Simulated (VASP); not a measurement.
Here is a VASP 6.6.1 calculation.

Contents of INCAR:

```
SYSTEM = Hf
ALGO     = Normal         ! electronic algorithm
EDIFF    = 1E-6           ! SCF threshold, eV
ENCUT    = 520            ! plane-wave cutoff, eV
GGA      = PS             ! functional
ISIF     = 2              ! what is computed and relaxed
ISMEAR   = -1             ! smearing method
LASPH    = .True.         ! aspherical terms in the spheres
LCHARG   = .False.        ! write CHGCAR
LREAL    = .False.        ! projectors in reciprocal space
LWAVE    = .False.        ! write WAVECAR
NBANDS   = 17             ! bands
NELM     = 100            ! most SCF steps
PREC     = Accurate       ! precision mode
SIGMA    = 0.05           ! smearing width, eV
```

Contents of KPOINTS:

```
k-points
0
Gamma
  10 10 5
  0 0 0
```

POSCAR

```
Hf
1.0
    3.2593963094      0.0000000000      0.0000000000
   -1.6296981547      2.8227200050      0.0000000000
    0.0000000000      0.0000000000      5.1569977332
Hf
2
Direct
    0.6666666667      0.3333333333      0.7500000000
    0.3333333333      0.6666666667      0.2500000000
```

Potentials or basis: VASP PAW PBE potentials, release 64 (Hf_pv).

The run is started by

```console
$ cat potpaw_PBE.64/Hf_pv/POTCAR > POTCAR
$ mpirun -np 1 vasp_std > vasp.out
```

**Question.** What does it give for the band gap on the k mesh?

**Answer.** Zero (bands 10 and 11 overlap by 1.47 eV).

**Question.** What does it give for the pressure?

**Answer.** -9.5 GPa.

Stress tensor (GPa, compression positive):
```
 -9.26   0.00   0.00
  0.00  -9.26   0.00
  0.00   0.00 -10.03
```

Caveat: the cell stands under tension; the PAW data sets were made with another functional, which shifts forces and pressure a little; spin-orbit coupling is left out, which moves the levels of the heavy elements.
